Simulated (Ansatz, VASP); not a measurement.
## Cd: VASP beside Ansatz

```
CELL_PARAMETERS angstrom
-1.62195 1.62195 1.62195
1.62195 -1.62195 1.62195
1.62195 1.62195 -1.62195
ATOMIC_POSITIONS crystal
Cd 0.00000 0.00000 0.00000
```

Change from the starting cell: volume scaled by 0.84, PAW files.

Alike in both runs: task single point; functional LDA; k mesh 15 × 15 × 15; occupations fermi-dirac, width 0.1 eV; no spin polarisation.

|  | VASP | Ansatz |
| --- | --- | --- |
| version | VASP 6.6.1 | Ansatz 0.2.0 |
| potentials or method | VASP PAW LDA potentials, release 64 (Cd_sv_GW) | PAW with Ansatz's default frozen-core files, scalar-relativistic |
| plane-wave cutoff (eV) | 630 | 420 |
| valence electrons in the cell | 20 | 20 |

```csv
,VASP,Ansatz,Ansatz less VASP
pressure (GPa),18.3,18.2,-0.12
```

LDA's correlation is that of Perdew and Zunger in VASP and of Perdew and Wang (1992) in Ansatz.
